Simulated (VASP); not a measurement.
Here is a VASP 6.6.1 calculation.

INCAR

```
SYSTEM = Si
PREC = Accurate
ENCUT = 520
EDIFF = 1E-6
ISMEAR = 0
SIGMA = 0.01
LREAL = .False.
LASPH = .True.
NELM = 100
ALGO = Normal
ISIF = 2
LWAVE = .False.
LCHARG = .False.
GGA = PE
NBANDS = 11
```

KPOINTS

```
regular mesh
0
Gamma
  4 4 4
  0 0 0
```

File POSCAR:

```
Si
1.0
    0.0000000000      2.7765612735      2.7765612735
    2.7765612735      0.0000000000      2.7765612735
    2.7765612735      2.7765612735      0.0000000000
Si
2
Direct
    0.0000000000      0.0000000000      0.0000000000
    0.2500000000      0.2500000000      0.2500000000
```

Potentials or basis: VASP PAW PBE potentials, release 64 (Si).

Run with:

```sh
$ cat potpaw_PBE.64/Si/POTCAR > POTCAR
$ mpirun -np 1 vasp_std > vasp.out
```

Question: Predict the band gap on the k mesh.

Answer: 0.82 eV, indirect (least direct gap 2.44 eV).

Question: Predict the pressure.

Answer: -3.3 GPa.

Caveat: the k points lie up to 0.49 Å⁻¹ apart; the cell differs from its parent crystal (strain +2.0%). A k mesh can miss the band edges.
